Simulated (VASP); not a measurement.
Input of a VASP 6.6.1 run:

Contents of INCAR:

```
PREC = Accurate
ENCUT = 520
EDIFF = 1E-6
ISMEAR = -1
SIGMA = 0.01
LREAL = False
LASPH = True
NELM = 80
ALGO = Normal
ISIF = 2
LWAVE = False
LCHARG = False
GGA = PS
IVDW = 12
NBANDS = 11
```

The input KPOINTS:

```
regular mesh
0
Gamma
  1 1 1
```

The input POSCAR:

```
BN
1.0
    2.5080410000      0.0000000000      0.0000000000
   -1.2467110000      2.1762310000      0.0000000000
   -0.6306650000     -1.0881160000      3.0225400000
B N
1 1
Direct
    0.9796430000      0.9834990000      0.0018060000
    0.6685060000      0.3323850000      0.9849990000
```

Potentials or basis: VASP PAW PBE potentials, release 64 (B, N).

The run is started by

```sh
$ cat potpaw_PBE.64/B/POTCAR potpaw_PBE.64/N/POTCAR > POTCAR
$ mpirun -np 1 vasp_gam > vasp.out
```

(1) Estimate the band gap on the k mesh.

(2) What does it give for the largest force?

Answers

(1) 5.19 eV.

(2) 3.821 eV/Å.

Caveat: the k points lie up to 3.07 Å⁻¹ apart; the PAW data sets were made with another functional, which shifts forces and pressure a little.
